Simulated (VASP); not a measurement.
# AgRh (P-6m2) in VASP: settings compared, part 2 of 2

VASP 6.6.1.

## (3) Single point, r2SCAN

This run uses another cell than the first one, of 16.71 Å³/atom.

File POSCAR:

```
AgRh
1.0
    2.8141396046      0.0000000000      0.0000000000
   -1.4070698023      2.4371163874      0.0000000000
    0.0000000000      0.0000000000      4.8718803355
Ag Rh
1 1
Direct
    0.0000000000      0.0000000000      0.5000000000
    0.6666666667      0.3333333333      0.0000000000
```

File INCAR.step1:

```
PREC = Accurate
ENCUT = 520
ISMEAR = -1
SIGMA = 0.05
LREAL = F
LASPH = T
NELM = 80
NBANDS = 20
GGA = PE
ALGO = Normal
EDIFF = 1E-4
LWAVE = T
LCHARG = F
```

File INCAR.step2:

```
PREC = Accurate
ENCUT = 520
EDIFF = 1E-7
ISMEAR = -1
SIGMA = 0.05
LREAL = F
LASPH = T
NELM = 80
ALGO = Normal
ISIF = 2
LWAVE = F
LCHARG = T
METAGGA = R2SCAN
LMIXTAU = T
LELF = T
LVHAR = T
NBANDS = 20
ISTART = 1
```

File KPOINTS:

```
Automatic mesh
0
Gamma
  11 11 6
```

Potentials or basis: VASP PAW PBE potentials, release 64 (Ag, Rh_pv).

On the command line:

```bash
$ cat potpaw_PBE.64/Ag/POTCAR potpaw_PBE.64/Rh_pv/POTCAR > POTCAR
$ cp INCAR.step1 INCAR
$ mpirun -np 1 vasp_std > vasp.out
$ cp INCAR.step2 INCAR
$ mpirun -np 1 vasp_std > vasp.out
```

OUTCAR:

```text
PREC = Accurate
   ENCUT = 520
   EDIFF = 1E-7
   ISMEAR = -1
   LREAL = F
   LASPH = T
   NELM = 80
   ISIF = 2
   METAGGA = R2SCAN
   ISTART = 1

 ion  position               nearest neighbor table
   1  0.000  0.000  0.500-   2 2.93   2 2.93   2 2.93   2 2.93   2 2.93   2 2.93
   2  0.667  0.333  0.000-   1 2.93   1 2.93   1 2.93   1 2.93   1 2.93   1 2.93

  LATTYP: Found a hexagonal cell.
 ALAT       =     2.8141396046
 C/A-ratio  =     1.7312148720

  Lattice vectors:

[... 738 lines left out ...]

------------------------ aborting loop because EDIFF is reached ----------------------------------------

  FORCE on cell =-STRESS in cart. coord.  units (eV):
  Direction    XX          YY          ZZ          XY          YZ          ZX
  --------------------------------------------------------------------------------------
  -------------------------------------------------------------------------------------
  Total       -2.3661727     -2.3661727     -2.1862425     -0.0000000      0.0000000      0.0000000
  in kB     -113.4588804   -113.4588804   -104.8311620     -0.0000000      0.0000000      0.0000000
  external PRESSURE =    -110.5829743 kB  Pullay stress =       0.0000000 kB

 VOLUME and BASIS-vectors are now :
 -----------------------------------------------------------------------------
  energy-cutoff  :      520.00
  volume of cell :       33.41
      direct lattice vectors                 reciprocal lattice vectors
     2.814139605  0.000000000  0.000000000     0.355348398  0.205160493  0.000000000
    -1.407069802  2.437116387  0.000000000     0.000000000  0.410320986  0.000000000
     0.000000000  0.000000000  4.871880336     0.000000000  0.000000000  0.205259557

 POSITION                                       TOTAL-FORCE (eV/Angst)
 -----------------------------------------------------------------------------------
      0.00000      0.00000      2.43594        -0.000000      0.000000      0.000000
      1.40707      0.81237      0.00000         0.000000      0.000000      0.000000
 -----------------------------------------------------------------------------------
    total drift:                                0.000000     -0.000000      0.000000

  FREE ENERGIE OF THE ION-ELECTRON SYSTEM (eV)
  ---------------------------------------------------
  free  energy   TOTEN  =       -44.8758172023 eV

  energy  without entropy=      -44.8488576269  energy(sigma->0) =      -44.86233741
```

Run time: 2.1 min. Hardware: 1 thread of AMD EPYC 7R13 (Zen 3), shared host; peak memory 0.16 GiB.

Results:

| Item | Value |
| --- | --- |
| Free energy | -44.8758 eV |
| Pressure | -11.1 GPa |
| Band gap on the k mesh | zero (bands 13 and 14 overlap by 1.29 eV) |

Caveat: the cell stands under tension; the PAW data sets were made with another functional, which shifts forces and pressure a little.

## (4) Single point, r2SCAN

This run uses another cell than the first one, of 17.03 Å³/atom.

File POSCAR:

```
AgRh
1.0
    2.8320645439      0.0000000000      0.0000000000
   -1.4160322720      2.4526398402      0.0000000000
    0.0000000000      0.0000000000      4.9029122571
Ag Rh
1 1
Direct
    0.0000000000      0.0000000000      0.5000000000
    0.6666666667      0.3333333333      0.0000000000
```

File INCAR.step1:

```
SYSTEM = AgRh
  ALGO = Normal
  EDIFF = 1E-4
  ENCUT = 520
  GGA = PE
  ISMEAR = -1
  LASPH = .True.
  LCHARG = .False.
  LREAL = .False.
  LWAVE = .True.
  NBANDS = 20
  NELM = 100
  PREC = Accurate
  SIGMA = 0.05
```

File INCAR.step2:

```
SYSTEM = AgRh
  ALGO = Normal
  EDIFF = 1E-7
  ENCUT = 520
  ISIF = 2
  ISMEAR = -1
  ISTART = 1
  LASPH = .True.
  LCHARG = .True.
  LELF = .True.
  LMIXTAU = .True.
  LREAL = .False.
  LVHAR = .True.
  LWAVE = .False.
  METAGGA = R2SCAN
  NBANDS = 20
  NELM = 100
  PREC = Accurate
  SIGMA = 0.05
```

File KPOINTS:

```
k-points
0
Gamma
  11 11 6
  0 0 0
```

On the command line:

```bash
$ cat potpaw_PBE.64/Ag/POTCAR potpaw_PBE.64/Rh_pv/POTCAR > POTCAR
$ cp INCAR.step1 INCAR
$ mpirun -np 1 vasp_std > vasp.out
$ cp INCAR.step2 INCAR
$ mpirun -np 1 vasp_std > vasp.out
```

It took 2.2 min on 1 thread of AMD EPYC 7R13 (Zen 3), shared host; peak memory 0.16 GiB.

It converged, with:

* Free energy: -44.8276 eV
* Pressure: -13.0 GPa
* Band gap on the k mesh: zero (bands 13 and 14 overlap by 1.25 eV)

Stress tensor (GPa, compression positive):
```
-13.46   0.00   0.00
  0.00 -13.46   0.00
  0.00   0.00 -12.21
```

Levels at points of the mesh, in eV from the Fermi level:
| k point | band 10 | band 11 | band 12 | band 13 | band 14 | band 15 | band 16 | band 17 |
| --- | --- | --- | --- | --- | --- | --- | --- | --- |
| (0.00, 0.00, 0.00) | -3.09 | -1.65 | -1.65 | 0.13 | 0.13 | 0.53 | 5.22 | 17.31 |
| (0.00, 0.00, 0.50) | -3.23 | -2.25 | -1.51 | -1.51 | 0.10 | 0.10 | 11.64 | 12.60 |

Caveat: the cell stands under tension; the PAW data sets were made with another functional, which shifts forces and pressure a little.

## (5) Single point, PBEsol, non-collinear spin, zero start, spin-orbit coupling

This run uses another cell than the first one, of 16.06 Å³/atom.

File INCAR:

```
  PREC = Accurate
  ENCUT = 520
  EDIFF = 1E-6
  ISMEAR = -1
  SIGMA = 0.05
  LREAL = F
  LASPH = T
  NELM = 150
  ALGO = Fast
  ISIF = 2
  LWAVE = F
  LCHARG = F
  MAGMOM = 0 0 0 0 0 0
  LORBIT = 11
  LSORBIT = T
  GGA_COMPAT = F
  LORBMOM = T
  LMAXMIX = 4
  GGA = PS
  NBANDS = 38
```

File KPOINTS:

```
regular mesh
0
Gamma
  11 11 6
```

File POSCAR:

```
AgRh
1.0
    2.7775881998      0.0000000000      0.0000000000
   -1.3887940999      2.4054619423      0.0000000000
    0.0000000000      0.0000000000      4.8086020000
Ag Rh
1 1
Direct
    0.0000000000      0.0000000000      0.5000000000
    0.6666666667      0.3333333333      0.0000000000
```

On the command line:

```bash
$ cat potpaw_PBE.64/Ag/POTCAR potpaw_PBE.64/Rh_pv/POTCAR > POTCAR
$ mpirun -np 1 vasp_ncl > vasp.out
```

Wall time 3.6 min (1 thread of AMD EPYC 7R13 (Zen 3), shared host); peak memory 0.33 GiB.

It converged, with:

| Property | Result |
| --- | --- |
| Free energy | -11.0285 eV |
| Pressure | -10.6 GPa |
| Net moment | 0.00 μB per cell |
| Valence electrons inside the program's atomic spheres | Ag 9.92; Rh 13.60 |

Stress tensor (GPa, compression positive):
```
-10.51   0.00   0.00
  0.00 -10.51   0.00
  0.00   0.00 -10.73
```

Moments on the atoms (μB; x, y, z):
```
Ag  0.00 0.00 0.00
Rh  0.00 0.00 0.00
```

Caveat: the cell stands under tension; the PAW data sets were made with another functional, which shifts forces and pressure a little.

## (6) Summary

| level | spin | cell | k mesh | grid for exact exchange (PRECFOCK) | share of exact exchange | screening parameter | gap on the mesh (eV) | pressure (GPa) |
| --- | --- | --- | --- | --- | --- | --- | --- | --- |
| PBE-based screened hybrid with 25 % exact exchange | off | a = 2.732, b = 2.732, c = 4.776 Å, angles 90.0, 90.0, 120.0°, 2 atoms | 6 × 6 × 3 | Normal | 0.25 | 0.3 1/Å | none | 0.2 |
| r2SCAN | off | a = 2.814, b = 2.814, c = 4.872 Å, angles 90.0, 90.0, 120.0°, 2 atoms | 11 × 11 × 6 | - | - | - | none | -11.1 |
| r2SCAN | off | a = 2.832, b = 2.832, c = 4.903 Å, angles 90.0, 90.0, 120.0°, 2 atoms | 11 × 11 × 6 | - | - | - | none | -13.0 |
| PBEsol | non-collinear, zero start, SOC | a = 2.778, b = 2.778, c = 4.809 Å, angles 90.0, 90.0, 120.0°, 2 atoms | 11 × 11 × 6 | - | - | - | - | -10.6 |

Alike in all rows: task single point; potentials or basis VASP PAW PBE potentials, release 64 (Ag, Rh_pv); cutoff (eV) 520; smearing fermi-dirac 0.05 eV.

Caveats: some runs use coarse meshes; the PAW data sets were made with another functional, which shifts forces and pressure a little; the cell stands under tension (at least some runs).

Absolute energies hang on the potentials; compare differences alone.
